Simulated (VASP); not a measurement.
Input of a VASP 6.6.1 run:

INCAR

```
SYSTEM = B2P
PREC = Accurate ; ENCUT = 520
EDIFF = 1E-6 ; ISMEAR = 0
SIGMA = 0.2 ; LREAL = .FALSE.
LASPH = .TRUE. ; NELM = 80
ALGO = Normal ; ISIF = 2
LWAVE = .FALSE. ; LCHARG = .FALSE.
GGA = PE ; NBANDS = 20
```

File KPOINTS:

```
regular mesh
0
G
  8 8 4
  0 0 0
```

File POSCAR:

```
B2P
1.0
   -1.5072245926     -2.6108240080      0.0006548614
    0.0092103843      1.7356102008     -3.9352075911
    4.5405139498     -2.6218827344     -0.0195764997
B P
4 2
Direct
    0.3553920400      0.7112736452      0.7854622500
    0.8553512091      0.7112669803      0.2854160058
    0.1446233822      0.2887301687      0.7145433232
    0.6446427936      0.2887463535      0.2145901510
    1.0000104001      0.9999734867      0.9999948882
    0.4999801749      0.0000093656      0.4999933817
```

Potentials or basis: VASP PAW PBE potentials, release 64 (B, P).

Command:

```bash
$ cat potpaw_PBE.64/B/POTCAR potpaw_PBE.64/P/POTCAR > POTCAR
$ mpirun -np 1 vasp_std > vasp.out
```

Estimate the largest force.

0.017 eV/Å.

Predict the pressure.

-0.2 GPa.

Forces on the atoms (eV/Å):
```
B   -0.003 -0.003 -0.015
B   -0.003 -0.004 -0.016
B    0.003  0.003  0.016
B    0.003  0.004  0.016
P    0.000  0.000  0.000
P    0.000 -0.001  0.000
```
